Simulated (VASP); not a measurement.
Set up this calculation in VASP 6.6.1, as the native input.

```
Task                   : relaxation of cell and atoms
Functional             : PBE
Potentials or basis    : VASP PAW PBE potentials, release 64 (Li_sv, Bi_d)
Cutoff                 : 600 eV
k mesh                 : 6 × 6 × 8
Occupations            : fermi-dirac, width 0.0229 eV
Spin                   : no spin polarisation
Dipole correction      : no
Further INCAR settings : ALGO = Normal; EDIFF = 1e-07; IBRION = 2; EDIFFG = -0.03; NSW = 60; ISIF = 3
```

The structure of Li2Bi lies in POSCAR:

```
Li2Bi
1.0
    4.7892730000      0.0000000000      0.0000000000
   -2.3946370000      4.1476360000      0.0000000000
    0.0000000000      0.0000000000      3.0275050000
Li Bi
2 1
Direct
    0.3333000000      0.6667000000      0.5000000000
    0.6666000000      0.3333000000      0.5000000000
    0.0000000000      0.0000000000      0.0000000000
```

The input as run:

INCAR

```
SYSTEM = Li2Bi
  ALGO = Normal
  EDIFF = 1E-7
  EDIFFG = -0.03
  ENCUT = 600
  GGA = PE
  IBRION = 2
  ISIF = 3
  ISMEAR = -1
  LASPH = .True.
  LCHARG = .False.
  LREAL = .False.
  LWAVE = .False.
  NELM = 60
  NSW = 60
  PREC = Accurate
  SIGMA = 0.0229
```

KPOINTS

```
k-points
0
Gamma
  6 6 8
  0 0 0
```

Potentials or basis: VASP PAW PBE potentials, release 64 (Li_sv, Bi_d).

Run with:

```sh
$ cat potpaw_PBE.64/Li_sv/POTCAR potpaw_PBE.64/Bi_d/POTCAR > POTCAR
$ mpirun -np 1 vasp_std > vasp.out
```

Results of the run:

The relaxed volume is 20.91 Å³/atom, the relaxed cell is a = 4.668 Å, b = 4.668 Å, c = 3.323 Å, α = 90.00°, β = 90.00°, γ = 120.00° and the space group after relaxing (to 0.05 Å) is P6/mmm (No. 191). The energy gained by relaxing is 103.5 meV/atom and the ionic steps are 6. The pressure after relaxing is -0.1 GPa.

Caveat: the cutoff is under 1.25 times the usual one of these potentials, so pressure, stress and relaxed cells hold a basis-set (Pulay) error.

Run time: 3.4 min on 1 thread of Intel(R) Xeon(R) Platinum 8259CL CPU @ 2.50GHz (Skylake/Cascade Lake) (shared host), peak memory 0.24 GiB.
